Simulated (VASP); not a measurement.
PtSe2 (Sudovikovite), 3 atoms in the cell. The structure is trigonal, space group P-3m1 (No. 164). Conventional cell: a = 3.724 Å, b = 3.724 Å, c = 5.062 Å, α = 90.00°, β = 90.00°, γ = 120.00°. Pt (site symmetry -3m) has 6 Se at 2.49 Å within 3.3 Å. Se (site symmetry 3m) has 3 Pt at 2.49 Å within 3.3 Å. 

| Item | Value |
| --- | --- |
| Program | VASP 6.6.1 |
| Task | single point |
| Functional | BLYP |
| Potentials or basis | VASP PAW PBE potentials, release 64 (Pt, Se) |
| Cutoff | 520 eV |
| k mesh | 7 × 7 × 5 |
| Occupations | fermi-dirac, width 0.1 eV |
| Spin | no spin polarisation |
| Dipole correction | no |
| Further INCAR settings | ALGO = Normal; EDIFF = 1e-06; NBANDS = 18 |

Potentials or basis: VASP PAW PBE potentials, release 64 (Pt, Se).

Run with:

```bash
$ cat potpaw_PBE.64/Pt/POTCAR potpaw_PBE.64/Se/POTCAR > POTCAR
$ mpirun -np 1 vasp_std > vasp.out
```

Hardware: 1 thread of Intel(R) Xeon(R) Platinum 8559C (Emerald Rapids), with other jobs on the host.

Question: Estimate the wall time of this run.

Answer: It took 31 s on 1 thread of Intel(R) Xeon(R) Platinum 8559C (Emerald Rapids), with other jobs on the host, peak memory 0.2 GiB. Counts: scf iterations 13, k points 32.
